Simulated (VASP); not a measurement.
Here is a VASP 6.6.1 calculation.

File INCAR:

```
PREC = Accurate
ENCUT = 520
EDIFF = 1E-7
ISMEAR = 0
SIGMA = 0.15
LREAL = False
LASPH = True
NELM = 80
ALGO = Fast
ISIF = 2
LWAVE = False
LCHARG = True
GGA = PS
LELF = True
LVHAR = True
NBANDS = 19
```

File KPOINTS:

```
Automatic mesh
0
Gamma
  24 24 14
```

File POSCAR:

```
Ti
1.0
    2.8569286724      0.0000000000      0.0000000000
   -1.4284643362      2.5495283241      0.0000000000
    0.0000000000      0.0000000000      4.5909904469
Ti
2
Direct
    0.3333333333      0.6666666667      0.2500000000
    0.6666666667      0.3333333333      0.7500000000
```

Potentials or basis: VASP PAW PBE potentials, release 64 (Ti_sv).

Run with:

```console
$ cat potpaw_PBE.64/Ti_sv/POTCAR > POTCAR
$ mpirun -np 1 vasp_std > vasp.out
```

Predict the pressure.

-0.2 GPa.

Estimate the band gap on the k mesh.

zero (bands 12 and 13 overlap by 1.27 eV).

Forces in eV/Å, atoms in the order of the input:
```
Ti   0.000  0.078  0.000
Ti   0.000 -0.078  0.000
```

Caveat: the cell differs from its parent crystal (strain -0.0150 x Voigt [1, -1, 0, 0, 0, 0]); the PAW data sets were made with another functional, which shifts forces and pressure a little.
